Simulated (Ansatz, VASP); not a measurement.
**WC: VASP beside Ansatz**

```
W C
1.0
     0.00000    2.19268    2.19268
     2.19268    0.00000    2.19268
     2.19268    2.19268    0.00000
W C
1 1
Direct
  0.00000 0.00000 0.00000
  0.50000 0.50000 0.40325
```

Alike in both runs: task single point; functional r2SCAN; k mesh 18 × 18 × 18; occupations gaussian, width 0.15 eV; no spin polarisation.

|  | VASP | Ansatz |
| --- | --- | --- |
| version | VASP 6.6.1 | Ansatz 0.2.0 |
| potentials or method | VASP PAW PBE potentials, release 64 (W_sv, C), cutoff 520 eV | scalar-relativistic, plane waves, PAW |
| valence electrons in the cell | 18 | 18 |

```tsv
	VASP	Ansatz	Ansatz less VASP
gap on the k mesh at the Fermi level (eV)	none	none	-
pressure (GPa)	10.7	8.8	-1.92
traceless stress, the component that is largest in VASP (GPa)	-14.60	-14.20	+0.395
rms of the force components (eV/Å)	1.381	1.360	-0.0215
```

VASP's potentials were made for PBE, not for r2SCAN. Atom by atom the forces differ by 0.021 eV/Å (rms over components). A gap of «none» marks a metal or a gap that the smearing closes.

Spin-orbit coupling is off throughout.
